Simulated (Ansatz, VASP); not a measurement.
# Ca in VASP and in Ansatz

INCAR

```
SYSTEM = Ca
ALGO = Normal
EDIFF = 1E-7
ENCUT = 520
GGA = CA
ISIF = 2
ISMEAR = 0
LASPH = .TRUE.
LCHARG = .FALSE.
LREAL = .FALSE.
LWAVE = .FALSE.
NBANDS = 11
NELM = 60
PREC = Accurate
SIGMA = 0.05
```

Contents of KPOINTS:

```
k-points
0
G
  8 8 8
  0 0 0
```

File POSCAR:

```
Ca
1.0
   -2.2731180000      2.1418110000      2.3373330000
    2.1679220000     -2.1612850000      2.2516110000
    2.3296730000      2.2178410000     -2.3568070000
Ca
1
Direct
    0.0000000000      0.0000000000      0.0000000000
```

input.yaml

```yaml
crystal:
  lattice:
    - [-2.273118, 2.141811, 2.337333]
    - [2.167922, -2.161285, 2.251611]
    - [2.329673, 2.217841, -2.356807]
  atoms:
    - { symbol: Ca, position: [0.0, 0.0, 0.0] }
kpoints:
  mp_grid: { grid: [8, 8, 8] }
scf:
  occupations: { method: gaussian, width: 0.05 }
hamiltonian:
  xc: lda
  pseudopotentials: { kind: all_electron, lapw: { basis_error: 0.001 } }
output:
  forces: true
  stress: true
  eigenvalues: true
```

Change from the starting cell: cell strained at random at fixed volume.

Alike in both runs: task single point; functional LDA; k mesh 8 × 8 × 8; occupations gaussian, width 0.05 eV; no spin polarisation.

|  | VASP | Ansatz |
| --- | --- | --- |
| version | VASP 6.6.1 | Ansatz 0.2.0 |
| potentials or method | VASP PAW LDA potentials, release 64 (Ca_sv), cutoff 520 eV | all-electron LAPW, scalar-relativistic |

|  | VASP | Ansatz | Ansatz less VASP |
| --- | --- | --- | --- |
| gap on the k mesh at the Fermi level (eV) | none | none | - |
| pressure (GPa) | -2.5 | -2.5 | +0.01 |
| traceless stress, the component that is largest in VASP (GPa) | 0.58 | 0.58 | +0.001 |

LDA's correlation is that of Perdew and Zunger in VASP and of Perdew and Wang (1992) in Ansatz. A gap of «none» marks a metal or a gap that the smearing closes. Ansatz ran all-electron here, and VASP with PAW potentials.
